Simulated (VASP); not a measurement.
# TbW (Pm-3m) in VASP: relaxation of cell and atoms with PBE

Aim: the relaxation of cell and atoms of TbW with PBE.

Everything below comes from runs of VASP 6.6.1. Logs are shortened: lines on timing, memory, paths and dates and some standing lists are left out, and cuts for length are marked.

### 1 The cell of the first run

It takes space group Pm-3m (No. 221, cubic). The conventional cell has a = 3.465 Å, b = 3.465 Å, c = 3.465 Å, α = 90.00°, β = 90.00°, γ = 90.00°. Within 4.0 Å of Tb (site symmetry m-3m) lie 8 W at 3.00 Å and 6 Tb at 3.47 Å. W (site symmetry m-3m) has 8 Tb at 3.00 Å and 6 W at 3.47 Å within 4.0 Å.

The cell was generated, and may not be a known phase.

### 2 Relaxation of cell and atoms, PBE

File INCAR:

```
SYSTEM = TbW
PREC = Accurate ; ENCUT = 500
EDIFF = 1E-7 ; ISMEAR = 0
SIGMA = 0.2 ; LREAL = .FALSE.
LASPH = .TRUE. ; NELM = 200
ALGO = Normal ; ISIF = 3
LWAVE = .FALSE. ; LCHARG = .FALSE.
GGA = PE ; IBRION = 2
NSW = 36 ; EDIFFG = -0.08
GGA_COMPAT = .FALSE. ; NELMIN = 4
LMAXMIX = 6
```

File KPOINTS:

```
regular mesh
0
G
  6 6 6
  0 0 0
```

File POSCAR:

```
TbW
1.0
    3.4653666300      0.0000000000      0.0000000000
    0.0000000000      3.4653666300      0.0000000000
    0.0000000000      0.0000000000      3.4653666300
Tb W
1 1
Direct
    0.5000000000      0.5000000000      0.5000000000
    0.0000000000      0.0000000000      0.0000000000
```

Potentials or basis: VASP PAW PBE potentials, release 64 (Tb_3, W_sv), 4f in core.

Launch:

```sh
$ cat potpaw_PBE.64/Tb_3/POTCAR potpaw_PBE.64/W_sv/POTCAR > POTCAR
$ mpirun -np 1 vasp_std > vasp.out
```

OUTCAR:

```text
SYSTEM = TbW
   PREC = Accurate
   ENCUT = 500
   EDIFF = 1E-7
   ISMEAR = 0
   LREAL = .FALSE.
   LASPH = .TRUE.
   NELM = 200
   ISIF = 3
   GGA = PE
   IBRION = 2
   NSW = 36
   EDIFFG = -0.08
   NELMIN = 4

 ion  position               nearest neighbor table
   1  0.500  0.500  0.500-   2 3.00   2 3.00   2 3.00   2 3.00   2 3.00   2 3.00   2 3.00   2 3.00

   2  0.000  0.000  0.000-   1 3.00   1 3.00   1 3.00   1 3.00   1 3.00   1 3.00   1 3.00   1 3.00

  LATTYP: Found a simple cubic cell.
 ALAT       =     3.4653666300

  Lattice vectors:

 A1 = (   3.4653666300,   0.0000000000,   0.0000000000)
 A2 = (   0.0000000000,   3.4653666300,   0.0000000000)
 A3 = (   0.0000000000,   0.0000000000,   3.4653666300)

Analysis of symmetry for initial positions (statically):
=====================================================================
 Subroutine PRICEL returns:
 Original cell was already a primitive cell.

 Routine SETGRP: Setting up the symmetry group for a
 simple cubic supercell.

 Subroutine GETGRP returns: Found 48 space group operations
 (whereof 48 operations were pure point group operations)
 out of a pool of 48 trial point group operations.

The static configuration has the point symmetry O_h .

Analysis of symmetry for dynamics (positions and initial velocities):
=====================================================================
 Subroutine PRICEL returns:
 Original cell was already a primitive cell.

 Routine SETGRP: Setting up the symmetry group for a
 simple cubic supercell.

 Subroutine GETGRP returns: Found 48 space group operations
 (whereof 48 operations were pure point group operations)
 out of a pool of 48 trial point group operations.

The dynamic configuration has the point symmetry O_h .

 Subroutine INISYM returns: Found 48 space group operations
 (whereof 48 operations are pure point group operations),
 and found     1 'primitive' translations

----------------------------------------------------------------------------------------

                                     Primitive cell

  volume of cell :      41.6148

  direct lattice vectors                    reciprocal lattice vectors
     3.465366630  0.000000000  0.000000000     0.288569755  0.000000000  0.000000000
     0.000000000  3.465366630  0.000000000     0.000000000  0.288569755  0.000000000
     0.000000000  0.000000000  3.465366630     0.000000000  0.000000000  0.288569755

  length of vectors
     3.465366630  3.465366630  3.465366630     0.288569755  0.288569755  0.288569755

  position of ions in fractional coordinates (direct lattice)
     0.500000000  0.500000000  0.500000000
     0.000000000  0.000000000  0.000000000

  ion indices of the primitive-cell ions
   primitive index   ion index
                 1           1
                 2           2

----------------------------------------------------------------------------------------

 KPOINTS: regular mesh

Automatic generation of k-mesh.
 Grid dimensions read from file:
 generate k-points for:    6    6    6

 Generating k-lattice:

  Cartesian coordinates                     Fractional coordinates (reciprocal lattice)
     0.048094959  0.000000000  0.000000000     0.166666667  0.000000000  0.000000000
     0.000000000  0.048094959  0.000000000     0.000000000  0.166666667  0.000000000
     0.000000000  0.000000000  0.048094959     0.000000000  0.000000000  0.166666667

  Length of vectors
     0.048094959  0.048094959  0.048094959

  Shift w.r.t. Gamma in fractional coordinates (k-lattice)
     0.000000000  0.000000000  0.000000000

 Subroutine IBZKPT returns following result:
 ===========================================

 Found     20 irreducible k-points:

 Following reciprocal coordinates:
            Coordinates               Weight
  0.000000  0.000000  0.000000      1.000000
  0.166667  0.000000  0.000000      6.000000
  0.333333  0.000000  0.000000      6.000000
  0.500000  0.000000  0.000000      3.000000
  0.166667  0.166667  0.000000     12.000000
  0.333333  0.166667  0.000000     24.000000
[... 12 lines left out ...]
  0.500000  0.500000  0.333333      6.000000
  0.500000  0.500000  0.500000      1.000000
   k-points           NKPTS =     20   k-points in BZ     NKDIM =     20   number of bands    NBANDS=     15
   number of dos      NEDOS =    301   number of ions     NIONS =      2
   total plane-waves  NPLWV =  21952
   dimension x,y,z NGX =    28 NGY =   28 NGZ =   28
   dimension x,y,z NGXF=    56 NGYF=   56 NGZF=   56
   ions per type =               1   1
   NGX,Y,Z   is equivalent  to a cutoff of  13.43, 13.43, 13.43 a.u.
   NGXF,Y,Z  is equivalent  to a cutoff of  26.87, 26.87, 26.87 a.u.
 SYSTEM =  TbW
   PREC   = accura    normal or accurate (medium, high low for compatibility)
   ISTART =      0    job   : 0-new  1-cont  2-samecut
   ICHARG =      2    charge: 1-file 2-atom 10-const
   ISPIN  =      1    spin polarized calculation?
   LNONCOLLINEAR =      F non collinear calculations
   LSORBIT =      F    spin-orbit coupling
   LASPH  =      T    aspherical Exc in radial PAW
   ENCUT  =  500.0 eV  36.75 Ry    6.06 a.u.   6.32  6.32  6.32*2*pi/ulx,y,z
   NELM   =    200;   NELMIN=  4; NELMDL= -5     # of ELM steps
   EDIFF  = 0.1E-06   stopping-criterion for ELM
   LREAL  =      F    real-space projection
   EDIFFG = -.8E-01   stopping-criterion for IOM
   NSW    =     36    number of steps for IOM
   IBRION =      2    ionic relax: 0-MD 1-quasi-New 2-CG
   NFREE  =      1    steps in history (QN), initial steepest desc. (CG)
   ISIF   =      3    stress and relaxation
   ISYM   =      2    0-nonsym 1-usesym 2-fastsym
   POTIM  = 0.5000    time-step for ionic-motion
   TEBEG  =    0.0;   TEEND  =   0.0 temperature during run
   PSTRESS=    0.0 pullay stress
   NELECT =      23.0000    total number of electrons
   NUPDOWN=      -1.0000    fix difference up-down
   EMIN   =  10.00;   EMAX   =-10.00  energy-range for DOS
   EFERMI =   0.00;   METHOD = LEGACY
   ISMEAR =     0;   SIGMA  =   0.20  broadening in eV -4-tet -1-fermi 0-gaus
   EFERMI_NEDOS =   21; number of points for ismear=-14 and -15
   IALGO  =     38    algorithm
   IMIX   =      4    mixing-type and parameters
     AMIX     =   0.40;   BMIX     =  1.00
     AMIX_MAG =   1.60;   BMIX_MAG =  1.00
  volume/ion in A,a.u.               =      20.81       140.42
  Fermi-wavevector in a.u.,A,eV,Ry     =   1.343491  2.538831 24.558099  1.804969
  Thomas-Fermi vector in A             =   2.471561
   LORBIT       =      0    0 simple, 1 ext, 2 COOP (PROOUT), +10 PAW based schemes
   GGA     = PE    functional components
   LHFCALC =     F    Hartree Fock is set to
   AEXX    =    0.0000 exact exchange contribution
   IVDW    =     0    specifies the selected vdW correction
   LEPSILON=     F    determine dielectric tensor
   LRPA    =     F    only Hartree local field effects (RPA)
 conjugate gradient relaxation of ions
 non-spin polarized calculation
 Gauss-broadening in eV      SIGMA  =   0.20
  energy-cutoff  :      500.00
  volume of cell :       41.61
 maximum number of plane-waves:      1068
 NGX is ok and might be reduce to    28
   NGX = 13   NGY = 13   NGZ = 13

--------------------------------------- Ionic step        1  -------------------------------------------

 number of electron      23.0000004 magnetization

 Free energy of the ion-electron system (eV)
  ---------------------------------------------------
  ext. energy  EPLUGINS =         0.00000000
  ---------------------------------------------------
  free energy    TOTEN  =       -15.60772887 eV

  energy without entropy =      -15.51611624  energy(sigma->0) =      -15.56192255

------------------------ aborting loop because EDIFF is reached ----------------------------------------

  FORCE on cell =-STRESS in cart. coord.  units (eV):
  Direction    XX          YY          ZZ          XY          YZ          ZX
  --------------------------------------------------------------------------------------
  -------------------------------------------------------------------------------------
  Total        1.2114145      1.2114145      1.2114145      0.0000000     -0.0000000     -0.0000000
  in kB       46.6397050     46.6397050     46.6397050      0.0000000     -0.0000000     -0.0000000
  external PRESSURE =      46.6397050 kB  Pullay stress =       0.0000000 kB

 VOLUME and BASIS-vectors are now :
 -----------------------------------------------------------------------------
  energy-cutoff  :      500.00
  volume of cell :       41.61
      direct lattice vectors                 reciprocal lattice vectors
     3.465366630  0.000000000  0.000000000     0.288569755  0.000000000  0.000000000
     0.000000000  3.465366630  0.000000000     0.000000000  0.288569755  0.000000000
     0.000000000  0.000000000  3.465366630     0.000000000  0.000000000  0.288569755
[... 37 lines left out ...]
 POSITION                                       TOTAL-FORCE (eV/Angst)
 -----------------------------------------------------------------------------------
      1.78331      1.78331      1.78331        -0.000000     -0.000000      0.000000
      0.00000      0.00000      0.00000         0.000000      0.000000      0.000000
 -----------------------------------------------------------------------------------
    total drift:                                0.000000      0.000000      0.000000

  FREE ENERGIE OF THE ION-ELECTRON SYSTEM (eV)
  ---------------------------------------------------
  free  energy   TOTEN  =       -15.6086452833 eV

  energy  without entropy=      -15.5007718412  energy(sigma->0) =      -15.55470856

--------------------------------------- Ionic step        3  -------------------------------------------

 number of electron      22.9999994 magnetization

 Free energy of the ion-electron system (eV)
  ---------------------------------------------------
  ext. energy  EPLUGINS =         0.00000000
  ---------------------------------------------------
  free energy    TOTEN  =       -15.63346871 eV

  energy without entropy =      -15.53332805  energy(sigma->0) =      -15.58339838

 E-fermi :   5.9588     XC(G=0): -11.7100

 val. band max:        5.9457643681   @ k =   0.5000   0.1667   0.0000
 cond. band min:       5.9712379930   @ k =   0.3333   0.1667   0.1667
 fundamental gap:      0.0254736249
 Fermi energy:         5.9588108434

 k-point     1 :       0.0000    0.0000    0.0000
  band No.  band energies     occupation
      1     -67.4824      2.00000
      2     -31.6560      2.00000
      3     -31.6560      2.00000
      4     -31.6560      2.00000
      5     -14.9726      2.00000
      6     -14.9726      2.00000
      7     -14.9726      2.00000
      8      -0.3337      2.00000
      9       3.0000      2.00000
     10       3.0000      2.00000
     11       6.5437      0.00004
     12       6.5437      0.00004
     13       6.5437      0.00004
     14      10.1770      0.00000
     15      10.1770      0.00000
[... 362 lines left out ...]
 POSITION                                       TOTAL-FORCE (eV/Angst)
 -----------------------------------------------------------------------------------
      1.75790      1.75790      1.75790        -0.000000     -0.000000      0.000000
      0.00000      0.00000      0.00000         0.000000      0.000000      0.000000
 -----------------------------------------------------------------------------------
    total drift:                                0.000000      0.000000      0.000000

  FREE ENERGIE OF THE ION-ELECTRON SYSTEM (eV)
  ---------------------------------------------------
  free  energy   TOTEN  =       -15.6334687114 eV

  energy  without entropy=      -15.5333280537  energy(sigma->0) =      -15.58339838

 reached required accuracy - stopping structural energy minimisation
```

It took 53 s on 1 thread of Intel Xeon 8259CL, shared host; peak memory 0.14 GiB.

What came out:

```yaml
Free_energy: -15.6335 eV
Relaxed_volume: 21.73 Å³/atom
Relaxed_cell: a = 3.516 Å, b = 3.516 Å, c = 3.516 Å, α = 90.00°, β = 90.00°, γ = 90.00°
Space_group_after_relaxing_to_0.1_Å: Pm-3m (No. 221)
Energy_gained_by_relaxing: 12.9 meV/atom
Ionic_steps: 3
Pressure_after_relaxing: 0.0 GPa
Band_gap_on_the_k_mesh: zero (an odd number of electrons rules out a gap without spin polarisation)
```

Step by step:
| step | energy change (eV) | largest force (eV/Å) | pressure (GPa) | volume (Å³) |
| --- | --- | --- | --- | --- |
| 1 | 0.0000 | 0.0000 | 4.66 | 41.61 |
| 2 | -0.0009 | 0.0000 | -3.99 | 45.37 |
| 3 | -0.0257 | 0.0000 | -0.02 | 43.46 |

Final structure:
```
Tb W
1.0
     3.51579    0.00000    0.00000
     0.00000    3.51579    0.00000
     0.00000    0.00000    3.51579
Tb W
1 1
Direct
  0.50000 0.50000 0.50000
  0.00000 0.00000 0.00000
```

Caveat: spin-orbit coupling is left out, which moves the levels of the heavy elements; the 4f electrons are frozen in the core, so they carry no moment and show no levels. Spin polarisation is off, so any magnetic state and its effect on volume and gap are missing.

The gap in the log of VASP goes by the Fermi energy; the results here count the filled bands.